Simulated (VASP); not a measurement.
# LiF (P4/mmm) in VASP: further runs

The runs below take LiF through single point, with r2SCAN.

Everything below comes from runs of VASP 6.6.1. Logs are shortened: lines on timing, memory, paths and dates and some standing lists are left out, and cuts for length are marked.

## 1. The cell of the first run

It takes space group P4/mmm (No. 123, tetragonal). Conventional cell: a = 2.355 Å, b = 2.355 Å, c = 2.560 Å, α = 90.00°, β = 90.00°, γ = 90.00°. Li (site symmetry 4/mmm) has 8 F at 2.10 Å and 6 Li at 2.35 to 2.56 Å within 2.8 Å. F (site symmetry 4/mmm) has 8 Li at 2.10 Å and 6 F at 2.35 to 2.56 Å within 2.8 Å.

## 2. Single point, r2SCAN (strain -0.080 along x and y, +0.000 along z)

Input file POSCAR:

```
LiF
1.0
    2.3547703600      0.0000000000      0.0000000000
    0.0000000000      2.3547703600      0.0000000000
    0.0000000000      0.0000000000      2.5595330000
Li F
1 1
Direct
    0.0000000000      0.0000000000      0.0000000000
    0.5000000000      0.5000000000      0.5000000000
```

Input file INCAR.step1:

```
  ALGO = Normal
  EDIFF = 1E-4
  ENCUT = 520
  GGA = PE
  ISMEAR = 0
  LASPH = True
  LCHARG = False
  LREAL = False
  LWAVE = True
  NBANDS = 12
  NELM = 60
  PREC = Accurate
  SIGMA = 0.05
```

Input file INCAR.step2:

```
  ALGO = Normal
  EDIFF = 1E-6
  ENCUT = 520
  ISIF = 2
  ISMEAR = 0
  ISTART = 1
  LASPH = True
  LCHARG = True
  LELF = True
  LMIXTAU = True
  LREAL = False
  LVHAR = True
  LWAVE = False
  METAGGA = R2SCAN
  NBANDS = 12
  NELM = 60
  PREC = Accurate
  SIGMA = 0.05
```

Input file KPOINTS:

```
k-points
0
Gamma
  10 10 10
```

Potentials or basis: VASP PAW PBE potentials, release 64 (Li_sv, F).

Command:

```
cat potpaw_PBE.64/Li_sv/POTCAR potpaw_PBE.64/F/POTCAR > POTCAR
cp INCAR.step1 INCAR
mpirun -np 1 vasp_std > vasp.out
cp INCAR.step2 INCAR
mpirun -np 1 vasp_std > vasp.out
```

OUTCAR:

```text
EDIFF = 1E-6
   ENCUT = 520
   ISIF = 2
   ISMEAR = 0
   ISTART = 1
   LASPH = True
   LREAL = False
   METAGGA = R2SCAN
   NELM = 60
   PREC = Accurate

 ion  position               nearest neighbor table
   1  0.000  0.000  0.000-   2 2.10   2 2.10   2 2.10   2 2.10   2 2.10   2 2.10   2 2.10   2 2.10

   2  0.500  0.500  0.500-   1 2.10   1 2.10   1 2.10   1 2.10   1 2.10   1 2.10   1 2.10   1 2.10

  LATTYP: Found a simple tetragonal cell.
 ALAT       =     2.3547703600
 C/A-ratio  =     1.0869565217

  Lattice vectors:

 A1 = (   2.3547703600,   0.0000000000,   0.0000000000)
 A2 = (   0.0000000000,   2.3547703600,   0.0000000000)
 A3 = (   0.0000000000,   0.0000000000,   2.5595330000)

Analysis of symmetry for initial positions (statically):
=====================================================================
 Subroutine PRICEL returns:
 Original cell was already a primitive cell.

 Routine SETGRP: Setting up the symmetry group for a
 simple tetragonal supercell.

 Subroutine GETGRP returns: Found 16 space group operations
 (whereof 16 operations were pure point group operations)
 out of a pool of 16 trial point group operations.

The static configuration has the point symmetry D_4h.

Analysis of symmetry for dynamics (positions and initial velocities):
=====================================================================
 Subroutine PRICEL returns:
 Original cell was already a primitive cell.

 Routine SETGRP: Setting up the symmetry group for a
 simple tetragonal supercell.

 Subroutine GETGRP returns: Found 16 space group operations
 (whereof 16 operations were pure point group operations)
 out of a pool of 16 trial point group operations.

The dynamic configuration has the point symmetry D_4h.

 Subroutine INISYM returns: Found 16 space group operations
 (whereof 16 operations are pure point group operations),
 and found     1 'primitive' translations

----------------------------------------------------------------------------------------

                                     Primitive cell

  volume of cell :      14.1925

  direct lattice vectors                    reciprocal lattice vectors
     2.354770360  0.000000000  0.000000000     0.424669860  0.000000000  0.000000000
     0.000000000  2.354770360  0.000000000     0.000000000  0.424669860  0.000000000
     0.000000000  0.000000000  2.559533000     0.000000000  0.000000000  0.390696272

  length of vectors
     2.354770360  2.354770360  2.559533000     0.424669860  0.424669860  0.390696272

  position of ions in fractional coordinates (direct lattice)
[... 85 lines left out ...]
   ISIF   =      2    stress and relaxation
   ISYM   =      2    0-nonsym 1-usesym 2-fastsym
   POTIM  = 0.5000    time-step for ionic-motion
   TEBEG  =    0.0;   TEEND  =   0.0 temperature during run
   PSTRESS=    0.0 pullay stress
   NELECT =      10.0000    total number of electrons
   NUPDOWN=      -1.0000    fix difference up-down
   EMIN   =  10.00;   EMAX   =-10.00  energy-range for DOS
   EFERMI =   0.00;   METHOD = LEGACY
   ISMEAR =     0;   SIGMA  =   0.05  broadening in eV -4-tet -1-fermi 0-gaus
   EFERMI_NEDOS =   21; number of points for ismear=-14 and -15
   IALGO  =     38    algorithm
   IMIX   =      4    mixing-type and parameters
     AMIX     =   0.40;   BMIX     =  1.00
     AMIX_MAG =   1.60;   BMIX_MAG =  1.00
  volume/ion in A,a.u.               =       7.10        47.89
  Fermi-wavevector in a.u.,A,eV,Ry     =   1.456763  2.752883 28.873715  2.122158
  Thomas-Fermi vector in A             =   2.573643
   LORBIT       =      0    0 simple, 1 ext, 2 COOP (PROOUT), +10 PAW based schemes
   METAGGA = R2SCAN    functional components
   LHFCALC =     F    Hartree Fock is set to
   AEXX    =    0.0000 exact exchange contribution
   IVDW    =     0    specifies the selected vdW correction
   LEPSILON=     F    determine dielectric tensor
   LRPA    =     F    only Hartree local field effects (RPA)
 non-spin polarized calculation
 Gauss-broadening in eV      SIGMA  =   0.05
  energy-cutoff  :      520.00
  volume of cell :       14.19
 maximum number of plane-waves:       394
 NGX is ok and might be reduce to    18
   NGX =  9   NGY =  9   NGZ =  9

 number of electron       9.9999993 magnetization

 Free energy of the ion-electron system (eV)
  ---------------------------------------------------
  ext. energy  EPLUGINS =         0.00000000
  ---------------------------------------------------
  free energy    TOTEN  =       -11.14309063 eV

  energy without entropy =      -11.14309063  energy(sigma->0) =      -11.14309063

 E-fermi :   1.3590     XC(G=0): -11.3664

 val. band max:        1.1089531875   @ k =   0.5000   0.0000   0.5000
 cond. band min:      11.0857293586   @ k =   0.0000   0.0000   0.0000
 fundamental gap:      9.9767761711
 Fermi energy:         1.3589632365

 k-point     1 :       0.0000    0.0000    0.0000
  band No.  band energies     occupation
      1     -43.2357      2.00000
      2     -21.8931      2.00000
      3      -0.7437      2.00000
      4       0.3453      2.00000
      5       0.3453      2.00000
      6      11.0857      0.00000
      7      20.8142      0.00000
      8      22.9797      0.00000
      9      24.0206      0.00000
     10      26.6301      0.00000
     11      26.6301      0.00000
     12      42.6471      0.00000
[... 331 lines left out ...]
 k-point    24 :       0.2000    0.0000    0.1000
  band No.  band energies     occupation
      1     -43.1958      2.00000
      2     -21.6143      2.00000
      3      -1.2047      2.00000
      4      -0.8530      2.00000
      5       0.5511      2.00000
      6      11.9237      0.00000
      7      19.5263      0.00000
      8      21.2690      0.00000
      9      25.4522      0.00000
     10      26.5278      0.00000
     11      32.2515      0.00000
     12      36.6871      0.00000

 [... further k-points ...]
[... 5 lines left out ...]
  --------------------------------------------------------------------------------------
  -------------------------------------------------------------------------------------
  Total        1.9104778      1.9104778     -0.9525934      0.0000000     -0.0000000      0.0000000
  in kB      215.6724768    215.6724768   -107.5375924      0.0000000     -0.0000000      0.0000000
  external PRESSURE =     107.9357870 kB  Pullay stress =       0.0000000 kB

 VOLUME and BASIS-vectors are now :
 -----------------------------------------------------------------------------
  energy-cutoff  :      520.00
  volume of cell :       14.19
      direct lattice vectors                 reciprocal lattice vectors
     2.354770360  0.000000000  0.000000000     0.424669860  0.000000000  0.000000000
     0.000000000  2.354770360  0.000000000     0.000000000  0.424669860  0.000000000
     0.000000000  0.000000000  2.559533000     0.000000000  0.000000000  0.390696272

 POSITION                                       TOTAL-FORCE (eV/Angst)
 -----------------------------------------------------------------------------------
      0.00000      0.00000      0.00000         0.000000      0.000000      0.000000
      1.17739      1.17739      1.27977         0.000000      0.000000      0.000000
 -----------------------------------------------------------------------------------
    total drift:                                0.000000     -0.000000     -0.000000

  FREE ENERGIE OF THE ION-ELECTRON SYSTEM (eV)
  ---------------------------------------------------
  free  energy   TOTEN  =       -11.1430906346 eV

  energy  without entropy=      -11.1430906346  energy(sigma->0) =      -11.14309063
```

OSZICAR.step1:

```text
N       E                     dE             d eps       ncg     rms          rms(c)
DAV:   1     0.301073708851E+02    0.30107E+02   -0.55929E+03  3248   0.856E+02
DAV:   2    -0.847823086190E+01   -0.38586E+02   -0.37888E+02  3748   0.187E+02
DAV:   3    -0.941098954921E+01   -0.93276E+00   -0.93151E+00  3828   0.249E+01
DAV:   4    -0.941746405834E+01   -0.64745E-02   -0.64742E-02  3384   0.229E+00
DAV:   5    -0.941752255309E+01   -0.58495E-04   -0.58494E-04  3700   0.167E-01    0.453E+00
DAV:   6    -0.887161029721E+01    0.54591E+00   -0.23043E+00  3160   0.960E+00    0.129E+00
DAV:   7    -0.886133990169E+01    0.10270E-01   -0.25239E-02  4036   0.134E+00    0.818E-01
DAV:   8    -0.885811168034E+01    0.32282E-02   -0.12481E-02  3976   0.118E+00    0.982E-02
DAV:   9    -0.885813571405E+01   -0.24034E-04   -0.54762E-04  3560   0.218E-01
   1 F= -.88581357E+01 E0= -.88581357E+01  d E =-.150337E-34
```

Wall time 1.7 min (1 thread of Intel Xeon 8259CL, shared host); peak memory 0.13 GiB.

What came out:

```yaml
Free_energy: -11.1431 eV
Band_gap_on_the_k_mesh: 9.98 eV, indirect (least direct gap 10.69 eV)
```

Caveat: the cell differs from its parent crystal (strain -0.080 along x and y, +0.000 along z); the cutoff is under 1.25 times the usual one of these potentials, so pressure, stress and relaxed cells hold a basis-set (Pulay) error; the PAW data sets were made with another functional, which shifts forces and pressure a little. A k mesh can miss the band edges.

## 3. Single point, r2SCAN (strain -0.040 along x and y, -0.080 along z)

Input file POSCAR:

```
LiF
1.0
    2.4571516800      0.0000000000      0.0000000000
    0.0000000000      2.4571516800      0.0000000000
    0.0000000000      0.0000000000      2.3547703600
Li F
1 1
Direct
    0.0000000000      0.0000000000      0.0000000000
    0.5000000000      0.5000000000      0.5000000000
```

Input file INCAR.step1:

```
SYSTEM = LiF
  PREC = Accurate
  ENCUT = 520
  ISMEAR = 0
  SIGMA = 0.05
  LREAL = .FALSE.
  LASPH = .TRUE.
  NELM = 60
  NBANDS = 12
  GGA = PE
  ALGO = Normal
  EDIFF = 1E-4
  LWAVE = .TRUE.
  LCHARG = .FALSE.
```

Input file INCAR.step2:

```
SYSTEM = LiF
  PREC = Accurate
  ENCUT = 520
  EDIFF = 1E-6
  ISMEAR = 0
  SIGMA = 0.05
  LREAL = .FALSE.
  LASPH = .TRUE.
  NELM = 60
  ALGO = Normal
  ISIF = 2
  LWAVE = .FALSE.
  LCHARG = .FALSE.
  METAGGA = R2SCAN
  LMIXTAU = .TRUE.
  NBANDS = 12
  ISTART = 1
```

Input file KPOINTS:

```
regular mesh
0
G
  10 10 10
  0 0 0
```

Potentials or basis: VASP PAW PBE potentials, release 64 (Li_sv, F).

Command:

```
cat potpaw_PBE.64/Li_sv/POTCAR potpaw_PBE.64/F/POTCAR > POTCAR
cp INCAR.step1 INCAR
mpirun -np 1 vasp_std > vasp.out
cp INCAR.step2 INCAR
mpirun -np 1 vasp_std > vasp.out
```

It took 94 s on 1 thread of Intel Xeon 8259CL, shared host; peak memory 0.13 GiB.

The run converged. Its results:

```yaml
Free_energy: -11.2054 eV
Band_gap_on_the_k_mesh: 10.05 eV, indirect (least direct gap 10.79 eV)
```

Levels at points of the mesh, in eV from the valence-band top:
```csv
k point,band 1,band 2,band 3,band 4,band 5,band 6,band 7,band 8,band 9,band 10
"(0.00, 0.00, 0.00)",-44.24,-22.96,-1.31,-1.31,-0.74,10.05,20.07,21.34,24.16,24.16
"(0.50, 0.00, 0.00)",-44.17,-22.43,-4.73,-0.81,-0.31,10.96,17.02,22.52,24.52,26.94
"(0.50, 0.50, 0.00)",-44.11,-21.73,-4.45,-4.45,0.00,15.40,16.09,16.09,22.86,29.15
"(0.00, 0.00, 0.50)",-44.14,-22.22,-4.76,-0.70,-0.70,10.62,17.63,23.09,23.09,26.48
"(0.50, 0.00, 0.50)",-44.09,-21.54,-4.42,-4.22,-0.35,15.65,15.67,16.42,21.91,27.86
"(0.50, 0.50, 0.50)",-44.04,-20.96,-3.29,-3.06,-3.06,12.15,12.50,12.50,27.61,27.61
```

Caveat: the cell differs from its parent crystal (strain -0.040 along x and y, -0.080 along z); the cutoff is under 1.25 times the usual one of these potentials, so pressure, stress and relaxed cells hold a basis-set (Pulay) error; the PAW data sets were made with another functional, which shifts forces and pressure a little. A k mesh can miss the band edges.

(Continued in part 2 of 2.)
